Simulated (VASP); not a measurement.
# Fe2Pt (P-3m1) in VASP: relaxation of cell and atoms with PBE

Aim: the relaxation of cell and atoms of Fe2Pt with PBE.

All numbers are computed with VASP 6.6.1; they aren't measurements. Logs are shortened: lines on timing, memory, paths and dates and some standing lists are left out, and cuts for length are marked.

### 1 The cell of the first run

The structure is trigonal, space group P-3m1 (No. 164). Conventional cell: a = 4.181 Å, b = 4.181 Å, c = 2.560 Å, α = 90.00°, β = 90.00°, γ = 120.00°. Fe (site symmetry 3m) has 6 Pt at 2.56 to 2.96 Å and 8 Fe at 2.56 to 2.96 Å within 3.4 Å. Within 3.4 Å of Pt (site symmetry -3m) lie 12 Fe at 2.56 to 2.96 Å and 2 Pt at 2.56 Å.

### 2 Relaxation of cell and atoms, PBE, collinear spin, ferromagnetic start

File INCAR:

```
  PREC = Accurate
  ENCUT = 600
  EDIFF = 1E-7
  ISMEAR = 0
  SIGMA = 0.1
  LREAL = False
  LASPH = True
  NELM = 150
  ALGO = Normal
  ISIF = 3
  LWAVE = False
  LCHARG = False
  ISPIN = 2
  MAGMOM = 4 4 0
  LORBIT = 11
  LMAXMIX = 4
  GGA = PE
  IBRION = 2
  NSW = 90
  EDIFFG = -0.04
```

File KPOINTS:

```
Automatic mesh
0
Gamma
  6 6 6
```

File POSCAR:

```
Fe2Pt
1.0
    4.1810489600      0.0000000000      0.0000000000
   -2.0905244800      3.6208946200      0.0000000000
    0.0000000000      0.0000000000      2.5603591400
Fe Pt
2 1
Direct
    0.3333333300      0.6666666700      0.8333333300
    0.6666666700      0.3333333300      0.1666666700
    0.0000000000      0.0000000000      0.5000000000
```

Potentials or basis: VASP PAW PBE potentials, release 64 (Fe, Pt).

Started as:

```sh
> cat potpaw_PBE.64/Fe/POTCAR potpaw_PBE.64/Pt/POTCAR > POTCAR
> mpirun -np 1 vasp_std > vasp.out
```

OUTCAR:

```text
PREC = Accurate
   ENCUT = 600
   EDIFF = 1E-7
   ISMEAR = 0
   LREAL = False
   LASPH = True
   NELM = 150
   ISIF = 3
   ISPIN = 2
   LORBIT = 11
   GGA = PE
   IBRION = 2
   NSW = 90
   EDIFFG = -0.04

 ion  position               nearest neighbor table
   1  0.333  0.667  0.833-   3 2.56   2 2.56   2 2.56   3 2.56   3 2.56   2 2.56   2 2.96   2 2.96
                             3 2.96   3 2.96   3 2.96   2 2.96
   2  0.667  0.333  0.167-   3 2.56   1 2.56   1 2.56   3 2.56   3 2.56   1 2.56   1 2.96   1 2.96
                             3 2.96   3 2.96   3 2.96   1 2.96
   3  0.000  0.000  0.500-   1 2.56   2 2.56   2 2.56   1 2.56   2 2.56   1 2.56   2 2.96   1 2.96
                             2 2.96   1 2.96   2 2.96   1 2.96

  LATTYP: Found a hexagonal cell.
 ALAT       =     4.1810489600
 C/A-ratio  =     0.6123724368

  Lattice vectors:

 A1 = (   4.1810489600,   0.0000000000,   0.0000000000)
 A2 = (  -2.0905244800,   3.6208946200,   0.0000000000)
 A3 = (   0.0000000000,   0.0000000000,   2.5603591400)

Analysis of symmetry for initial positions (statically):
=====================================================================
 Subroutine PRICEL returns:
 Original cell was already a primitive cell.

 Routine SETGRP: Setting up the symmetry group for a
 hexagonal supercell.

 Subroutine GETGRP returns: Found 12 space group operations
 (whereof 12 operations were pure point group operations)
 out of a pool of 24 trial point group operations.

The static configuration has the point symmetry D_3d.

Analysis of symmetry for dynamics (positions and initial velocities):
=====================================================================
 Subroutine PRICEL returns:
 Original cell was already a primitive cell.

 Routine SETGRP: Setting up the symmetry group for a
 hexagonal supercell.

 Subroutine GETGRP returns: Found 12 space group operations
 (whereof 12 operations were pure point group operations)
 out of a pool of 24 trial point group operations.

The dynamic configuration has the point symmetry D_3d.

Analysis of structural, dynamic, and magnetic symmetry:
=====================================================================
 Subroutine PRICEL returns:
 Original cell was already a primitive cell.

 Routine SETGRP: Setting up the symmetry group for a
 hexagonal supercell.

 Subroutine GETGRP returns: Found 12 space group operations
 (whereof 12 operations were pure point group operations)
 out of a pool of 24 trial point group operations.

The overall configuration has the point symmetry D_3d.

 Subroutine INISYM returns: Found 12 space group operations
 (whereof 12 operations are pure point group operations),
 and found     1 'primitive' translations

----------------------------------------------------------------------------------------

                                     Primitive cell

  volume of cell :      38.7616

  direct lattice vectors                    reciprocal lattice vectors
     4.181048960  0.000000000  0.000000000     0.239174430  0.138087421  0.000000000
    -2.090524480  3.620894620  0.000000000     0.000000000  0.276174842  0.000000000
     0.000000000  0.000000000  2.560359140     0.000000000  0.000000000  0.390570207

  length of vectors
     4.181048960  4.181048965  2.560359140     0.276174842  0.276174842  0.390570207

  position of ions in fractional coordinates (direct lattice)
     0.333333330  0.666666670  0.833333330
     0.666666670  0.333333330  0.166666670
     0.000000000  0.000000000  0.500000000

  ion indices of the primitive-cell ions
   primitive index   ion index
                 1           1
                 2           2
                 3           3

----------------------------------------------------------------------------------------

 KPOINTS: Automatic mesh

Automatic generation of k-mesh.
 Grid dimensions read from file:
 generate k-points for:    6    6    6

 Generating k-lattice:

  Cartesian coordinates                     Fractional coordinates (reciprocal lattice)
     0.039862405  0.023014570  0.000000000     0.166666667  0.000000000  0.000000000
     0.000000000  0.046029140  0.000000000     0.000000000  0.166666667  0.000000000
     0.000000000  0.000000000  0.065095035     0.000000000  0.000000000  0.166666667

  Length of vectors
     0.046029140  0.046029140  0.065095035

  Shift w.r.t. Gamma in fractional coordinates (k-lattice)
     0.000000000  0.000000000  0.000000000

 Subroutine IBZKPT returns following result:
 ===========================================

 Found     34 irreducible k-points:

 Following reciprocal coordinates:
            Coordinates               Weight
  0.000000  0.000000  0.000000      1.000000
  0.166667 -0.000000  0.000000      6.000000
  0.333333  0.000000  0.000000      6.000000
  0.500000 -0.000000  0.000000      3.000000
  0.166667  0.166667  0.000000      6.000000
  0.333333  0.166667  0.000000     12.000000
[... 16 lines left out ...]
  0.500000 -0.000000  0.333333      6.000000
  0.166667  0.166667  0.333333     12.000000
 [... further k-points ...]
   k-points           NKPTS =     34   k-points in BZ     NKDIM =     34   number of bands    NBANDS=     21
   number of dos      NEDOS =    301   number of ions     NIONS =      3
   total plane-waves  NPLWV =  25920
   dimension x,y,z NGX =    36 NGY =   36 NGZ =   20
   dimension x,y,z NGXF=    72 NGYF=   72 NGZF=   40
   ions per type =               2   1
   NGX,Y,Z   is equivalent  to a cutoff of  14.31, 14.31, 12.99 a.u.
   NGXF,Y,Z  is equivalent  to a cutoff of  28.63, 28.63, 25.97 a.u.
 SYSTEM =  unknown system
   PREC   = accura    normal or accurate (medium, high low for compatibility)
   ISTART =      0    job   : 0-new  1-cont  2-samecut
   ICHARG =      2    charge: 1-file 2-atom 10-const
   ISPIN  =      2    spin polarized calculation?
   LNONCOLLINEAR =      F non collinear calculations
   LSORBIT =      F    spin-orbit coupling
   LASPH  =      T    aspherical Exc in radial PAW
   ENCUT  =  600.0 eV  44.10 Ry    6.64 a.u.   8.35  8.35  5.11*2*pi/ulx,y,z
   NELM   =    150;   NELMIN=  2; NELMDL= -5     # of ELM steps
   EDIFF  = 0.1E-06   stopping-criterion for ELM
   LREAL  =      F    real-space projection
   EDIFFG = -.4E-01   stopping-criterion for IOM
   NSW    =     90    number of steps for IOM
   IBRION =      2    ionic relax: 0-MD 1-quasi-New 2-CG
   NFREE  =      1    steps in history (QN), initial steepest desc. (CG)
   ISIF   =      3    stress and relaxation
   ISYM   =      2    0-nonsym 1-usesym 2-fastsym
   POTIM  = 0.5000    time-step for ionic-motion
   TEBEG  =    0.0;   TEEND  =   0.0 temperature during run
   PSTRESS=    0.0 pullay stress
   NELECT =      26.0000    total number of electrons
   NUPDOWN=      -1.0000    fix difference up-down
   EMIN   =  10.00;   EMAX   =-10.00  energy-range for DOS
   EFERMI =   0.00;   METHOD = LEGACY
   ISMEAR =     0;   SIGMA  =   0.10  broadening in eV -4-tet -1-fermi 0-gaus
   EFERMI_NEDOS =   21; number of points for ismear=-14 and -15
   IALGO  =     38    algorithm
   IMIX   =      4    mixing-type and parameters
     AMIX     =   0.40;   BMIX     =  1.00
     AMIX_MAG =   1.60;   BMIX_MAG =  1.00
  volume/ion in A,a.u.               =      12.92        87.19
  Fermi-wavevector in a.u.,A,eV,Ry     =   1.433063  2.708096 27.941869  2.053669
  Thomas-Fermi vector in A             =   2.552622
   LORBIT       =     11    0 simple, 1 ext, 2 COOP (PROOUT), +10 PAW based schemes
   GGA     = PE    functional components
   LHFCALC =     F    Hartree Fock is set to
   AEXX    =    0.0000 exact exchange contribution
   IVDW    =     0    specifies the selected vdW correction
   LEPSILON=     F    determine dielectric tensor
   LRPA    =     F    only Hartree local field effects (RPA)
 conjugate gradient relaxation of ions
 spin polarized calculation
 Gauss-broadening in eV      SIGMA  =   0.10
  energy-cutoff  :      600.00
  volume of cell :       38.76
 maximum number of plane-waves:      1311
 NGX is ok and might be reduce to    36
   NGX = 17   NGY = 17   NGZ = 11

--------------------------------------- Ionic step        1  -------------------------------------------

 number of electron      26.0000007 magnetization       6.0284334

 Free energy of the ion-electron system (eV)
  ---------------------------------------------------
  ext. energy  EPLUGINS =         0.00000000
  ---------------------------------------------------
  free energy    TOTEN  =       -22.66518436 eV

  energy without entropy =      -22.64863473  energy(sigma->0) =      -22.65690954

------------------------ aborting loop because EDIFF is reached ----------------------------------------

  FORCE on cell =-STRESS in cart. coord.  units (eV):
  Direction    XX          YY          ZZ          XY          YZ          ZX
  --------------------------------------------------------------------------------------
  -------------------------------------------------------------------------------------
  Total        1.7195155      1.7195155      4.0376421     -0.0000000     -0.0000000      0.0000000
  in kB       71.0746363     71.0746365    166.8923309     -0.0000000     -0.0000000      0.0000000
  external PRESSURE =     103.0138679 kB  Pullay stress =       0.0000000 kB
[... 92 lines left out ...]
  FREE ENERGIE OF THE ION-ELECTRON SYSTEM (eV)
  ---------------------------------------------------
  free  energy   TOTEN  =       -22.7543054033 eV

  energy  without entropy=      -22.7382627856  energy(sigma->0) =      -22.74628409

[... ionic steps 4 to 8 ...]

--------------------------------------- Ionic step        9  -------------------------------------------

 number of electron      25.9999993 magnetization       5.9843924

------------------------ aborting loop because EDIFF is reached ----------------------------------------
[... 69 lines left out ...]
--------------------------------------- Ionic step       11  -------------------------------------------

 number of electron      25.9999992 magnetization       5.9670884

 Free energy of the ion-electron system (eV)
  ---------------------------------------------------
  ext. energy  EPLUGINS =         0.00000000
  ---------------------------------------------------
  free energy    TOTEN  =       -22.82443191 eV

  energy without entropy =      -22.81277596  energy(sigma->0) =      -22.81860394

 E-fermi :   7.6494     XC(G=0): -12.8996

 val. band max:        7.6403081955   @ k =   0.0000   0.0000   0.0000
 cond. band min:       7.6580563787   @ k =   0.3333   0.3333   0.3333
 fundamental gap:      0.0177481832
 Fermi energy:         7.6494375925

 spin component 1

 k-point     1 :       0.0000    0.0000    0.0000
  band No.  band energies     occupation
      1      -1.5996      1.00000
      2       1.6652      1.00000
      3       3.1699      1.00000
      4       3.1699      1.00000
      5       4.2654      1.00000
      6       4.3016      1.00000
[... 565 lines left out ...]
     20      17.0497      0.00000
     21      17.6061      0.00000

 [... further k-points ...]

 spin component 2

 k-point     1 :       0.0000    0.0000    0.0000
  band No.  band energies     occupation
      1      -1.4330      1.00000
      2       2.0471      1.00000
      3       3.4918      1.00000
      4       3.4918      1.00000
      5       5.8454      1.00000
      6       5.8454      1.00000
[... 597 lines left out ...]
  FREE ENERGIE OF THE ION-ELECTRON SYSTEM (eV)
  ---------------------------------------------------
  free  energy   TOTEN  =       -22.8244319122 eV

  energy  without entropy=      -22.8127759582  energy(sigma->0) =      -22.81860394

 reached required accuracy - stopping structural energy minimisation

 total charge

# of ion       s       p       d       tot
------------------------------------------
    1        0.422   0.452   6.181   7.055
    2        0.422   0.452   6.181   7.055
    3        0.730   0.683   8.008   9.420
--------------------------------------------------
tot          1.573   1.587  20.369  23.529

 magnetization (x)

# of ion       s       p       d       tot
------------------------------------------
    1        0.003  -0.020   2.780   2.763
    2        0.003  -0.020   2.780   2.763
    3       -0.016  -0.087   0.516   0.414
--------------------------------------------------
tot         -0.010  -0.127   6.076   5.940
```

Run time: 7.1 min. Hardware: 1 thread of AMD EPYC 7R13 (Zen 3), shared host; peak memory 0.2 GiB.

What came out:

```yaml
Free_energy: -22.8244 eV
Relaxed_volume: 13.37 Å³/atom
Relaxed_cell: a = 4.183 Å, b = 4.183 Å, c = 2.647 Å, α = 90.00°, β = 90.00°, γ = 120.00°
Space_group_after_relaxing_to_0.1_Å: P-3m1 (No. 164)
Energy_gained_by_relaxing: 53.1 meV/atom
Ionic_steps: 11
Pressure_after_relaxing: 0.2 GPa
Largest_force_after_relaxing: 0.006 eV/Å
Band_gap_on_the_k_mesh: zero (filled and empty bands overlap)
Net_moment: 5.97 μB per cell
Site_moments: Fe +2.76; Pt +0.41 μB
Valence_electrons_inside_the_program's_atomic_spheres: Fe 7.05; Pt 9.42
```

Forces on the atoms (eV/Å):
```
Fe   0.000  0.000 -0.006
Fe   0.000  0.000  0.006
Pt   0.000  0.000  0.000
```

Step by step:
| step | energy change (eV) | largest force (eV/Å) | pressure (GPa) | volume (Å³) |
| --- | --- | --- | --- | --- |
| 1 | 0.0000 | 0.6796 | 10.30 | 38.76 |
| 2 | 0.0182 | 0.3079 | -12.03 | 43.59 |
| 3 | -0.0891 | 0.4829 | -1.74 | 40.95 |
| 4 | -0.0892 | 0.4862 | -1.54 | 40.91 |
| 5 | -0.1147 | 0.4252 | -0.67 | 40.59 |
| 6 | -0.1341 | 0.2836 | 1.37 | 40.01 |
| 7 | -0.1495 | 0.1590 | 0.29 | 40.16 |
| 8 | -0.1574 | 0.0093 | -1.03 | 40.37 |
| 9 | -0.1575 | 0.0041 | -1.17 | 40.39 |
| 10 | -0.1590 | 0.0063 | 0.72 | 40.00 |
| 11 | -0.1592 | 0.0056 | 0.19 | 40.11 |

Final structure:
```
Fe Pt
1.0
     4.18308    0.00000    0.00000
    -2.09154    3.62266    0.00000
     0.00000    0.00000    2.64653
Fe Pt
2 1
Direct
  0.33333 0.66667 0.88813
  0.66667 0.33333 0.11187
  0.00000 0.00000 0.50000
```

Levels at points of the mesh, in eV from the Fermi level:
Spin up:
| k point | band 12 | band 13 | band 14 | band 15 | band 16 | band 17 | band 18 | band 19 | band 20 | band 21 |
| --- | --- | --- | --- | --- | --- | --- | --- | --- | --- | --- |
| (0.00, 0.00, 0.00) | -1.80 | -1.77 | -1.77 | -1.00 | -1.00 | 5.81 | 5.81 | 7.11 | 7.42 | 7.42 |
| (0.50, 0.00, 0.00) | -1.76 | -1.32 | -1.26 | -1.04 | -1.02 | -0.11 | 0.09 | 6.55 | 13.69 | 14.11 |
| (0.00, 0.00, 0.50) | -1.22 | -0.70 | -0.38 | -0.38 | 0.92 | 2.20 | 7.98 | 7.98 | 8.08 | 11.03 |
| (0.50, 0.00, 0.50) | -1.20 | -1.20 | -0.82 | -0.12 | 0.05 | 2.22 | 4.15 | 6.07 | 9.09 | 9.11 |
Spin down:
| k point | band 7 | band 8 | band 9 | band 10 | band 11 | band 12 | band 13 | band 14 |
| --- | --- | --- | --- | --- | --- | --- | --- | --- |
| (0.00, 0.00, 0.00) | -1.43 | -1.43 | -1.42 | -0.71 | -0.01 | -0.01 | 1.14 | 1.14 |
| (0.50, 0.00, 0.00) | -1.65 | -1.07 | -1.05 | -0.37 | 0.22 | 0.57 | 1.21 | 1.35 |
| (0.00, 0.00, 0.50) | -1.13 | -1.13 | 0.89 | 0.89 | 1.44 | 1.44 | 1.68 | 1.82 |
| (0.50, 0.00, 0.50) | -1.76 | -1.09 | -0.16 | -0.15 | 0.70 | 1.11 | 1.15 | 1.53 |

Caveat: the k points lie up to 0.40 Å⁻¹ apart in the final cell, too coarse for converged energies and pressures of a metal; spin-orbit coupling is left out, which moves the levels of the heavy elements.
